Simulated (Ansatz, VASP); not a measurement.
## HgTe: VASP beside Ansatz

```
CELL_PARAMETERS angstrom
0.00000 3.48138 3.09456
3.48138 0.00000 3.09456
3.48138 3.48138 0.00000
ATOMIC_POSITIONS crystal
Hg 0.00000 0.00000 0.00000
Te 0.75000 0.75000 0.75000
```

Change from the starting cell: strain +0.080 along x and y, -0.040 along z, atoms carried along.

Alike in both runs: task single point; functional PBEsol; k mesh 14 × 14 × 14; occupations gaussian, width 0.15 eV; no spin polarisation.

|  | VASP | Ansatz |
| --- | --- | --- |
| version | VASP 6.6.1 | Ansatz 0.2.0 |
| potentials or method | VASP PAW PBE potentials, release 64 (Hg, Te), cutoff 520 eV | scalar-relativistic, plane waves, PAW |
| valence electrons in the cell | 18 | 36 |

Ansatz gave:

- gap on the k mesh at the Fermi level (eV): 0.11
- least direct gap on the mesh (eV): 0.28
- pressure (GPa): -3.0
- traceless stress, the component that is largest in VASP (GPa): 1.18

Question: Which values does VASP return?

Answer: gap on the k mesh at the Fermi level (eV): 0.11; least direct gap on the mesh (eV): 0.28; pressure (GPa): -2.9; traceless stress, the component that is largest in VASP (GPa): 1.18.

VASP's potentials were made for PBE, not for PBEsol. VASP's potentials hold 18 valence electrons a cell and Ansatz's 36, so a difference there can come from the potentials and not from the codes.

Spin-orbit coupling is off throughout.
